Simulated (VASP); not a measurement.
# CoW3 (Pm-3m) in VASP: single point with PBE

Aim: the single point of CoW3 with PBE.

All numbers are computed with VASP 6.6.1; they aren't measurements. Logs are shortened: lines on timing, memory, paths and dates and some standing lists are left out, and cuts for length are marked.

## (1) The cell of the first run

The structure is cubic, space group Pm-3m (No. 221). Conventional cell: a = 4.058 Å, b = 4.058 Å, c = 4.058 Å, α = 90.00°, β = 90.00°, γ = 90.00°. Within 3.8 Å of Co (site symmetry m-3m) lie 12 W at 2.87 Å. W (site symmetry 4/mmm) has 4 Co at 2.87 Å and 8 W at 2.87 Å within 3.8 Å.

## (2) Single point, PBE, collinear spin, ferromagnetic start

INCAR reads:

```
  PREC = Accurate
  ENCUT = 520
  EDIFF = 1E-6
  ISMEAR = -1
  SIGMA = 0.1
  LREAL = False
  LASPH = True
  NELM = 150
  ALGO = Normal
  ISIF = 2
  LWAVE = False
  LCHARG = False
  ISPIN = 2
  MAGMOM = 2.5 0 0 0
  LORBIT = 11
  LMAXMIX = 4
  GGA = PE
  NBANDS = 38
```

KPOINTS reads:

```
Automatic mesh
0
Gamma
  6 6 6
```

POSCAR reads:

```
CoW3
1.0
    4.0577794043      0.0000000000      0.0000000000
    0.0000000000      4.0577794043      0.0000000000
    0.0000000000      0.0000000000      4.0577794043
Co W
1 3
Direct
    0.0000000000      0.0000000000      0.0000000000
    0.0000000000      0.5000000000      0.5000000000
    0.5000000000      0.0000000000      0.5000000000
    0.5000000000      0.5000000000      0.0000000000
```

Potentials or basis: VASP PAW PBE potentials, release 64 (Co, W_sv).

On the command line:

```
cat potpaw_PBE.64/Co/POTCAR potpaw_PBE.64/W_sv/POTCAR > POTCAR
mpirun -np 1 vasp_std > vasp.out
```

OUTCAR:

```text
PREC = Accurate
   ENCUT = 520
   EDIFF = 1E-6
   ISMEAR = -1
   LREAL = False
   LASPH = True
   NELM = 150
   ISIF = 2
   ISPIN = 2
   LORBIT = 11
   GGA = PE

 ion  position               nearest neighbor table
   1  0.000  0.000  0.000-   2 2.87   3 2.87   4 2.87   2 2.87   3 2.87   2 2.87   4 2.87   2 2.87
                             3 2.87   4 2.87   3 2.87   4 2.87
   2  0.000  0.500  0.500-   1 2.87   3 2.87   4 2.87   1 2.87   4 2.87   1 2.87   3 2.87   1 2.87
                             3 2.87   4 2.87   4 2.87   3 2.87
   3  0.500  0.000  0.500-   1 2.87   2 2.87   4 2.87   1 2.87   4 2.87   2 2.87   4 2.87   4 2.87
                             1 2.87   2 2.87   1 2.87   2 2.87
   4  0.500  0.500  0.000-   1 2.87   2 2.87   3 2.87   2 2.87   3 2.87   1 2.87   3 2.87   3 2.87
                             1 2.87   2 2.87   2 2.87   1 2.87

  LATTYP: Found a simple cubic cell.
 ALAT       =     4.0577794043

  Lattice vectors:

 A1 = (   4.0577794043,   0.0000000000,   0.0000000000)
 A2 = (   0.0000000000,   4.0577794043,   0.0000000000)
 A3 = (   0.0000000000,   0.0000000000,   4.0577794043)

Analysis of symmetry for initial positions (statically):
=====================================================================
 Subroutine PRICEL returns:
 Original cell was already a primitive cell.

 Routine SETGRP: Setting up the symmetry group for a
 simple cubic supercell.

 Subroutine GETGRP returns: Found 48 space group operations
 (whereof 48 operations were pure point group operations)
 out of a pool of 48 trial point group operations.

The static configuration has the point symmetry O_h .

Analysis of symmetry for dynamics (positions and initial velocities):
=====================================================================
 Subroutine PRICEL returns:
 Original cell was already a primitive cell.

 Routine SETGRP: Setting up the symmetry group for a
 simple cubic supercell.

 Subroutine GETGRP returns: Found 48 space group operations
 (whereof 48 operations were pure point group operations)
 out of a pool of 48 trial point group operations.

The dynamic configuration has the point symmetry O_h .

Analysis of structural, dynamic, and magnetic symmetry:
=====================================================================
 Subroutine PRICEL returns:
 Original cell was already a primitive cell.

 Routine SETGRP: Setting up the symmetry group for a
 simple cubic supercell.

 Subroutine GETGRP returns: Found 48 space group operations
 (whereof 48 operations were pure point group operations)
 out of a pool of 48 trial point group operations.

The overall configuration has the point symmetry O_h .

 Subroutine INISYM returns: Found 48 space group operations
 (whereof 48 operations are pure point group operations),
 and found     1 'primitive' translations

----------------------------------------------------------------------------------------

                                     Primitive cell

  volume of cell :      66.8137

  direct lattice vectors                    reciprocal lattice vectors
     4.057779404  0.000000000  0.000000000     0.246440208  0.000000000  0.000000000
     0.000000000  4.057779404  0.000000000     0.000000000  0.246440208  0.000000000
     0.000000000  0.000000000  4.057779404     0.000000000  0.000000000  0.246440208

  length of vectors
     4.057779404  4.057779404  4.057779404     0.246440208  0.246440208  0.246440208

  position of ions in fractional coordinates (direct lattice)
     0.000000000  0.000000000  0.000000000
     0.000000000  0.500000000  0.500000000
     0.500000000  0.000000000  0.500000000
     0.500000000  0.500000000  0.000000000

  ion indices of the primitive-cell ions
   primitive index   ion index
                 1           1
                 2           2
                 3           3
                 4           4

----------------------------------------------------------------------------------------

 KPOINTS: Automatic mesh

Automatic generation of k-mesh.
 Grid dimensions read from file:
 generate k-points for:    6    6    6

 Generating k-lattice:

  Cartesian coordinates                     Fractional coordinates (reciprocal lattice)
     0.041073368  0.000000000  0.000000000     0.166666667  0.000000000  0.000000000
     0.000000000  0.041073368  0.000000000     0.000000000  0.166666667  0.000000000
     0.000000000  0.000000000  0.041073368     0.000000000  0.000000000  0.166666667

  Length of vectors
     0.041073368  0.041073368  0.041073368

  Shift w.r.t. Gamma in fractional coordinates (k-lattice)
     0.000000000  0.000000000  0.000000000

 Subroutine IBZKPT returns following result:
 ===========================================

 Found     20 irreducible k-points:

 Following reciprocal coordinates:
            Coordinates               Weight
  0.000000  0.000000  0.000000      1.000000
  0.166667  0.000000  0.000000      6.000000
  0.333333  0.000000  0.000000      6.000000
  0.500000  0.000000  0.000000      3.000000
  0.166667  0.166667  0.000000     12.000000
  0.333333  0.166667  0.000000     24.000000
[... 12 lines left out ...]
  0.500000  0.500000  0.333333      6.000000
  0.500000  0.500000  0.500000      1.000000
   k-points           NKPTS =     20   k-points in BZ     NKDIM =     20   number of bands    NBANDS=     38
   number of dos      NEDOS =    301   number of ions     NIONS =      4
   total plane-waves  NPLWV =  27000
   dimension x,y,z NGX =    30 NGY =   30 NGZ =   30
   dimension x,y,z NGXF=    60 NGYF=   60 NGZF=   60
   ions per type =               1   3
   NGX,Y,Z   is equivalent  to a cutoff of  12.29, 12.29, 12.29 a.u.
   NGXF,Y,Z  is equivalent  to a cutoff of  24.58, 24.58, 24.58 a.u.
 SYSTEM =  unknown system
   PREC   = accura    normal or accurate (medium, high low for compatibility)
   ISTART =      0    job   : 0-new  1-cont  2-samecut
   ICHARG =      2    charge: 1-file 2-atom 10-const
   ISPIN  =      2    spin polarized calculation?
   LNONCOLLINEAR =      F non collinear calculations
   LSORBIT =      F    spin-orbit coupling
   LASPH  =      T    aspherical Exc in radial PAW
   ENCUT  =  520.0 eV  38.22 Ry    6.18 a.u.   7.54  7.54  7.54*2*pi/ulx,y,z
   NELM   =    150;   NELMIN=  2; NELMDL= -5     # of ELM steps
   EDIFF  = 0.1E-05   stopping-criterion for ELM
   LREAL  =      F    real-space projection
   EDIFFG = 0.1E-04   stopping-criterion for IOM
   NSW    =      0    number of steps for IOM
   IBRION =     -1    ionic relax: 0-MD 1-quasi-New 2-CG
   NFREE  =      0    steps in history (QN), initial steepest desc. (CG)
   ISIF   =      2    stress and relaxation
   ISYM   =      2    0-nonsym 1-usesym 2-fastsym
   POTIM  = 0.5000    time-step for ionic-motion
   TEBEG  =    0.0;   TEEND  =   0.0 temperature during run
   PSTRESS=    0.0 pullay stress
   NELECT =      51.0000    total number of electrons
   NUPDOWN=      -1.0000    fix difference up-down
   EMIN   =  10.00;   EMAX   =-10.00  energy-range for DOS
   EFERMI =   0.00;   METHOD = LEGACY
   ISMEAR =    -1;   SIGMA  =   0.10  broadening in eV -4-tet -1-fermi 0-gaus
   EFERMI_NEDOS =   21; number of points for ismear=-14 and -15
   IALGO  =     38    algorithm
   IMIX   =      4    mixing-type and parameters
     AMIX     =   0.40;   BMIX     =  1.00
     AMIX_MAG =   1.60;   BMIX_MAG =  1.00
  volume/ion in A,a.u.               =      16.70       112.72
  Fermi-wavevector in a.u.,A,eV,Ry     =   1.496155  2.827322 30.456348  2.238478
  Thomas-Fermi vector in A             =   2.608207
   LORBIT       =     11    0 simple, 1 ext, 2 COOP (PROOUT), +10 PAW based schemes
   GGA     = PE    functional components
   LHFCALC =     F    Hartree Fock is set to
   AEXX    =    0.0000 exact exchange contribution
   IVDW    =     0    specifies the selected vdW correction
   LEPSILON=     F    determine dielectric tensor
   LRPA    =     F    only Hartree local field effects (RPA)
 spin polarized calculation
  energy-cutoff  :      520.00
  volume of cell :       66.81
 maximum number of plane-waves:      1856
   NGX = 15   NGY = 15   NGZ = 15

 number of electron      50.9999996 magnetization       0.9946814

 Free energy of the ion-electron system (eV)
  ---------------------------------------------------
  ext. energy  EPLUGINS =         0.00000000
  ---------------------------------------------------
  free energy    TOTEN  =       -44.28851705 eV

  energy without entropy =      -44.12095489  energy(sigma->0) =      -44.20473597

 E-fermi :   8.9711     XC(G=0): -12.8326

 val. band max:        8.9576919787   @ k =   0.5000   0.5000   0.3333
 cond. band min:       8.9711863231   @ k =   0.5000   0.0000   0.0000
 fundamental gap:      0.0134943445
 Fermi energy:         8.9711350770

 spin component 1

 k-point     1 :       0.0000    0.0000    0.0000
  band No.  band energies     occupation
      1     -64.9206      1.00000
      2     -64.8246      1.00000
      3     -64.8246      1.00000
      4     -29.3816      1.00000
      5     -29.3816      1.00000
      6     -29.3816      1.00000
[... 789 lines left out ...]
     36      13.8096      0.00000
     37      17.4662      0.00000
 Fermi energy:         8.9711350770

 spin component 2

 k-point     1 :       0.0000    0.0000    0.0000
  band No.  band energies     occupation
      1     -64.9122      1.00000
      2     -64.8164      1.00000
      3     -64.8164      1.00000
      4     -29.3698      1.00000
      5     -29.3698      1.00000
      6     -29.3698      1.00000
[... 789 lines left out ...]
     36      13.8511      0.00000
     37      17.6343      0.00000
 [bands above 37 left out]

------------------------ aborting loop because EDIFF is reached ----------------------------------------

  FORCE on cell =-STRESS in cart. coord.  units (eV):
  Direction    XX          YY          ZZ          XY          YZ          ZX
  --------------------------------------------------------------------------------------
  -------------------------------------------------------------------------------------
  Total      -10.2169828    -10.2169828    -10.2169828      0.0000000      0.0000000     -0.0000000
  in kB     -245.0010496   -245.0010496   -245.0010496      0.0000000      0.0000000     -0.0000000
  external PRESSURE =    -245.0010496 kB  Pullay stress =       0.0000000 kB

 VOLUME and BASIS-vectors are now :
 -----------------------------------------------------------------------------
  energy-cutoff  :      520.00
  volume of cell :       66.81
      direct lattice vectors                 reciprocal lattice vectors
     4.057779404  0.000000000  0.000000000     0.246440208  0.000000000  0.000000000
     0.000000000  4.057779404  0.000000000     0.000000000  0.246440208  0.000000000
     0.000000000  0.000000000  4.057779404     0.000000000  0.000000000  0.246440208

 POSITION                                       TOTAL-FORCE (eV/Angst)
 -----------------------------------------------------------------------------------
      0.00000      0.00000      0.00000         0.000000      0.000000      0.000000
      0.00000      2.02889      2.02889         0.000000      0.000000      0.000000
      2.02889      0.00000      2.02889         0.000000      0.000000      0.000000
      2.02889      2.02889      0.00000         0.000000      0.000000      0.000000
 -----------------------------------------------------------------------------------
    total drift:                                0.000000      0.000000     -0.000000

  FREE ENERGIE OF THE ION-ELECTRON SYSTEM (eV)
  ---------------------------------------------------
  free  energy   TOTEN  =       -44.2885170543 eV

  energy  without entropy=      -44.1209548905  energy(sigma->0) =      -44.20473597

 total charge

# of ion       s       p       d       tot
------------------------------------------
    1        0.416   0.452   7.198   8.065
    2        2.388   6.251   3.212  11.851
    3        2.388   6.251   3.212  11.851
    4        2.388   6.251   3.212  11.851
--------------------------------------------------
tot          7.580  19.205  16.834  43.618

 magnetization (x)

# of ion       s       p       d       tot
------------------------------------------
    1        0.005   0.009   0.949   0.964
    2       -0.001  -0.004   0.021   0.015
    3       -0.001  -0.004   0.021   0.015
    4       -0.001  -0.004   0.021   0.015
--------------------------------------------------
tot          0.002  -0.003   1.011   1.010
```

Wall time 63 s (1 thread of Intel Xeon 6975P-C (Granite Rapids), shared host); peak memory 0.23 GiB.

Results:

| Property | Result |
| --- | --- |
| Free energy | -44.2885 eV |
| Pressure | -24.5 GPa |
| Band gap on the k mesh | zero (filled and empty bands overlap) |
| Net moment | 0.99 μB per cell |
| Site moments | Co +0.96; W +0.01 μB |
| Valence electrons inside the program's atomic spheres | Co 8.06; W 11.85 |

Caveat: spin-orbit coupling is left out, which moves the levels of the heavy elements.
